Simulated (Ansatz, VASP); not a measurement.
**Two plane-wave programs on ZrC**

INCAR

```
ALGO = Normal
EDIFF = 1E-6
ENCUT = 520
GGA = PE
ISIF = 2
ISMEAR = 0
LASPH = T
LCHARG = F
LREAL = F
LWAVE = F
NBANDS = 15
NELM = 60
PREC = Accurate
SIGMA = 0.15
```

File KPOINTS:

```
k-points
0
Gamma
  20 20 20
```

File POSCAR:

```
ZrC
1.0
    0.0000000000      2.4810395913      2.1088836526
    2.4810395913      0.0000000000      2.1088836526
    2.4810395913      2.4810395913      0.0000000000
Zr C
1 1
Direct
    0.5000000000      0.5000000000      0.5000000000
    0.0000000000      0.0000000000      0.0000000000
```

Input for Ansatz:

```yaml
crystal:
  lattice:
    - [0.0, 2.4810395913, 2.1088836526]
    - [2.4810395913, 0.0, 2.1088836526]
    - [2.4810395913, 2.4810395913, 0.0]
  atoms:
    - { symbol: Zr, position: [0.5, 0.5, 0.5] }
    - { symbol: C, position: [0.0, 0.0, 0.0] }
basis:
  ecutwfc: 420
kpoints:
  mp_grid: { grid: [20, 20, 20] }
hamiltonian:
  xc: pbe
scf:
  occupations: { method: gaussian, width: 0.15 }
output:
  forces: true
  stress: true
  eigenvalues: true
```

Alike in both runs: task single point; functional PBE; k mesh 20 × 20 × 20; occupations gaussian, width 0.15 eV; no spin polarisation.

```csv
,VASP,Ansatz
version,VASP 6.6.1,Ansatz 0.2.0
potentials or method,"VASP PAW PBE potentials, release 64 (Zr_sv, C), cutoff 520 eV","scalar-relativistic, plane waves, PAW"
valence electrons in the cell,16,16
```

VASP gave:

| Property | Result |
| --- | --- |
| gap on the k mesh at the Fermi level (eV) | none |
| pressure (GPa) | 12.8 |
| traceless stress, the component that is largest in VASP (GPa) | 51.60 |

Problem. What did Ansatz give for the same quantities?

Solution. gap on the k mesh at the Fermi level (eV): none; pressure (GPa): 12.6; traceless stress, the component that is largest in VASP (GPa): 51.41.

A gap of «none» marks a metal or a gap that the smearing closes.
